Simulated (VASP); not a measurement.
## Mo: relaxation of cell and atoms with PBE+D3(BJ)

Mo:

```xyz
1
Lattice="2.5800 0.0000 0.0000 0.0000 2.5800 0.0000 0.0000 0.0000 2.5800" Properties=species:S:1:pos:R:3 pbc="T T T"
Mo    0.0000    0.0000    0.0000
```

This isn't the form of Mo at room conditions, which is bcc.

```json
{
  "Program": "VASP 6.6.1",
  "Task": "relaxation of cell and atoms",
  "Functional": "PBE",
  "Dispersion": "D3(BJ)",
  "Potentials or basis": "VASP PAW PBE potentials, release 64 (Mo_sv)",
  "Cutoff": "600 eV",
  "k mesh": "10 × 10 × 10",
  "Occupations": "gaussian, width 0.1 eV",
  "Spin": "no spin polarisation",
  "Target pressure": "5 GPa",
  "Dipole correction": "no",
  "Further INCAR settings": "ALGO = Normal; EDIFF = 1e-06; IBRION = 2; EDIFFG = -0.01; NSW = 80; ISIF = 3"
}
```

```
Relaxed volume                                             : 16.75 Å³/atom
Relaxed cell                                               : a = 2.559 Å, b = 2.559 Å, c = 2.559 Å, α = 90.00°, β = 90.00°, γ = 90.00°
Space group after relaxing (to 0.1 Å)                      : Pm-3m (No. 221)
Energy change on relaxing (the run minimises the enthalpy) : +6.1 meV/atom
Ionic steps                                                : 4
Pressure after relaxing                                    : 5.0 GPa
Band gap on the k mesh                                     : zero (bands 7 and 8 overlap by 2.54 eV)
Dispersion energy per atom                                 : -0.666 eV
```

Step by step:
```
step  energy change (eV)  largest force (eV/Å)  pressure (GPa)  volume (Å³)
   1              0.0000                0.0000           -0.24        17.17
   2              0.0754                0.0000           19.31        15.82
   3              0.0059                0.0000            4.89        16.76
   4              0.0061                0.0000            5.01        16.75
```

Final structure:
```
CELL_PARAMETERS angstrom
2.55884 0.00000 0.00000
0.00000 2.55884 0.00000
0.00000 0.00000 2.55884
ATOMIC_POSITIONS crystal
Mo 0.00000 0.00000 0.00000
```

Levels at points of the mesh, in eV from the Fermi level:
| k point | band 4 | band 5 | band 6 | band 7 | band 8 | band 9 | band 10 | band 11 |
| --- | --- | --- | --- | --- | --- | --- | --- | --- |
| (0.00, 0.00, 0.00) | -34.31 | -6.68 | -4.45 | -4.45 | 4.07 | 4.07 | 4.07 | 15.85 |
| (0.50, 0.00, 0.00) | -34.15 | -3.60 | -3.50 | 0.07 | 0.61 | 0.61 | 4.42 | 9.67 |
| (0.50, 0.50, 0.00) | -34.00 | -5.72 | -2.36 | 1.32 | 1.32 | 6.00 | 6.00 | 6.46 |
| (0.50, 0.50, 0.50) | -35.53 | -4.03 | -4.03 | -4.03 | 6.70 | 6.70 | 7.55 | 13.43 |

Wall time 18 s on 1 thread of Intel(R) Xeon(R) Platinum 8259CL CPU @ 2.50GHz (Skylake/Cascade Lake), on a shared host, peak memory 0.16 GiB.

Caveat: the cell is relaxed towards a set pressure, so the run minimises the enthalpy, not the energy.
